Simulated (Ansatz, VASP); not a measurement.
One calculation of Bi, two programs

```xyz
2
Lattice="2.2675 1.3091 3.9380 -2.2675 1.3091 3.9380 0.0000 -2.6183 3.9380" Properties=species:S:1:pos:R:3 pbc="T T T"
Bi    0.0000    0.0000    9.0495
Bi    0.0000    0.0000    2.7645
```

Alike in both runs: task single point; functional LDA; k mesh 7 × 7 × 7; occupations fermi-dirac, width 0.05 eV; no spin polarisation.

```csv
,VASP,Ansatz
version,VASP 6.6.1,Ansatz 0.2.0
potentials or method,"VASP PAW LDA potentials, release 64 (Bi_d), cutoff 520 eV","all-electron LAPW, scalar-relativistic"
```

Ansatz gave:

```
gap on the k mesh at the Fermi level (eV)                     : 0.27
least direct gap on the mesh (eV)                             : 0.52
pressure (GPa)                                                : -1.6
traceless stress, the component that is largest in VASP (GPa) : -0.10
rms of the force components (eV/Å)                            : 0.028
```

Task: Estimate VASP's values.

Result: gap on the k mesh at the Fermi level (eV): 0.27; least direct gap on the mesh (eV): 0.53; pressure (GPa): -1.5; traceless stress, the component that is largest in VASP (GPa): -0.12; rms of the force components (eV/Å): 0.040.

LDA's correlation is that of Perdew and Zunger in VASP and of Perdew and Wang (1992) in Ansatz. Atom by atom the forces differ by 0.012 eV/Å (rms over components). Ansatz ran all-electron here, and VASP with PAW potentials.

Neither program's run includes spin-orbit coupling.
